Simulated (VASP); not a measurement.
Input of a VASP 6.6.1 run:

File INCAR:

```
ALGO = Normal ; EDIFF = 1E-6
ENCUT = 520 ; GGA = PE
ISIF = 2 ; ISMEAR = 0
LASPH = True ; LCHARG = False
LREAL = False ; LWAVE = False
NBANDS = 28 ; NELM = 80
PREC = Accurate ; SIGMA = 0.02
```

The input KPOINTS:

```
k-points
0
Gamma
  10 10 8
```

POSCAR

```
SnO
1.0
    3.8682628323      0.0000000000      0.0000000000
    0.0000000000      3.8682628323      0.0000000000
    0.0000000000      0.0000000000      5.0662402388
Sn O
2 2
Direct
    0.0000000000      0.5000000000      0.2287756773
    0.5000000000      0.0000000000      0.7712243227
    0.5000000000      0.5000000000      0.0000000000
    0.0000000000      0.0000000000      0.0000000000
```

Potentials or basis: VASP PAW PBE potentials, release 64 (Sn_d, O).

Run with:

```sh
$ cat potpaw_PBE.64/Sn_d/POTCAR potpaw_PBE.64/O/POTCAR > POTCAR
$ mpirun -np 1 vasp_std > vasp.out
```

Q: Estimate the band gap on the k mesh.

A: 0.51 eV (least direct gap 1.91 eV).

Q: What does it give for the largest force?

A: 0.076 eV/Å.

Q: What does it give for the pressure?

A: 0.2 GPa.

Forces in eV/Å, atoms in the order of the input:
```
Sn   0.000  0.000  0.076
Sn   0.000  0.000 -0.076
O    0.000  0.000  0.000
O    0.000  0.000  0.000
```

Caveat: spin-orbit coupling is left out, which moves the levels of the heavy elements. A k mesh can miss the band edges.
